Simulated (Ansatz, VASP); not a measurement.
## One calculation of Br, two programs

File INCAR:

```
ALGO = Normal
EDIFF = 1E-6
ENCUT = 500
GGA_COMPAT = F
ISIF = 2
ISMEAR = 1
LASPH = T
LCHARG = T
LELF = T
LREAL = F
LVHAR = T
LWAVE = F
NBANDS = 18
NELM = 120
PREC = Accurate
SIGMA = 0.05
```

The input KPOINTS:

```
k-points
0
Gamma
  3 3 3
```

Contents of POSCAR:

```
Br
1.0
    4.5976403800      0.0000000000      0.0000000000
    0.0000000000      4.5976403800      0.0000000000
    0.0000000000      0.0000000000      4.5976403800
Br
3
Direct
    0.4998709900     -0.0038268270      0.0017077394
    0.0029819356      0.5010921195     -0.0014160443
   -0.0028529256      0.0027347075      0.4997083049
```

Input for Ansatz:

```yaml
crystal:
  lattice:
    - [4.59764038, 0.0, 0.0]
    - [0.0, 4.59764038, 0.0]
    - [0.0, 0.0, 4.59764038]
  atoms:
    - { symbol: Br, position: [0.4998709899788237, -0.003826827048229318, 0.0017077393996654173] }
    - { symbol: Br, position: [0.0029819355575484824, 0.5010921195448069, -0.0014160443103087984] }
    - { symbol: Br, position: [-0.0028529255705799323, 0.002734707507400829, 0.4997083049133996] }
basis:
  ecutwfc: 470.0
kpoints:
  mp_grid:
    grid: [3, 3, 3]
hamiltonian:
  xc: lda
scf:
  convergence:
    dr2_threshold: 1.0e-08
  occupations:
    method: methfessel_paxton
    width: 0.05
output:
  forces: true
```

Alike in both runs: task single point; functional LDA; k mesh 3 × 3 × 3; occupations methfessel-paxton of order 1, width 0.05 eV; no spin polarisation.

|  | VASP | Ansatz |
| --- | --- | --- |
| version | VASP 6.6.1 | Ansatz 0.2.0 |
| potentials or method | VASP PAW LDA potentials, release 64 (Br), cutoff 500 eV | plane waves, PAW |
| valence electrons in the cell | 21 | 21 |

```csv
,VASP,Ansatz,Ansatz less VASP
rms of the force components (eV/Å),0.018,0.018,-0.0002
```

LDA's correlation is that of Perdew and Zunger in VASP and of Perdew and Wang (1992) in Ansatz. Atom by atom the forces differ by 0.000 eV/Å (rms over components).

The k mesh is coarse, so the values compare programs but aren't converged.
